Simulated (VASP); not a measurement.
Input of a VASP 6.6.1 run:

Contents of INCAR:

```
SYSTEM = Pd
AGGAC    = 1.0          
AGGAX    = 1.0          
ALDAC    = 0.0          
ALDAX    = 1.0          
ALGO     = Normal         ! electronic algorithm
EDIFF    = 1E-6           ! SCF threshold, eV
EDIFFG   = -0.01          ! ionic threshold
ENCUT    = 600            ! plane-wave cutoff, eV
GGA      = B5             ! functional
IBRION   = 2              ! ionic algorithm
ISIF     = 3              ! what is computed and relaxed
ISMEAR   = -1             ! smearing method
ISPIN    = 2              ! spin polarisation
LASPH    = .True.         ! aspherical terms in the spheres
LCHARG   = .False.        ! write CHGCAR
LMAXMIX  = 4              ! l up to which the mixer works
LORBIT   = 11             ! projections on sites
LREAL    = .False.        ! projectors in reciprocal space
LWAVE    = .False.        ! write WAVECAR
MAGMOM   = 0.5            ! initial moments
NELM     = 150            ! most SCF steps
NSW      = 80             ! ionic steps
PREC     = Accurate       ! precision mode
SIGMA    = 0.05           ! smearing width, eV
```

Contents of KPOINTS:

```
k-points
0
Gamma
  14 14 14
  0 0 0
```

File POSCAR:

```
Pd
1.0
    0.0000000000      1.9449000000      1.9449000000
    1.9449000000      0.0000000000      1.9449000000
    1.9449000000      1.9449000000      0.0000000000
Pd
1
Direct
    0.0000000000      0.0000000000      0.0000000000
```

Potentials or basis: VASP PAW PBE potentials, release 64 (Pd).

The run is started by

```bash
$ cat potpaw_PBE.64/Pd/POTCAR > POTCAR
$ mpirun -np 1 vasp_std > vasp.out
```

(1) Predict the space group after relaxing (to 0.05 Å).

(2) Predict the relaxed cell.

(3) Predict the net moment.

(4) Predict the site moments.

## Answers

(1) Fm-3m (No. 225).

(2) a = 2.853 Å, b = 2.853 Å, c = 2.853 Å, α = 60.00°, β = 60.00°, γ = 60.00°.

(3) -0.39 μB per cell.

(4) Pd -0.39 μB.
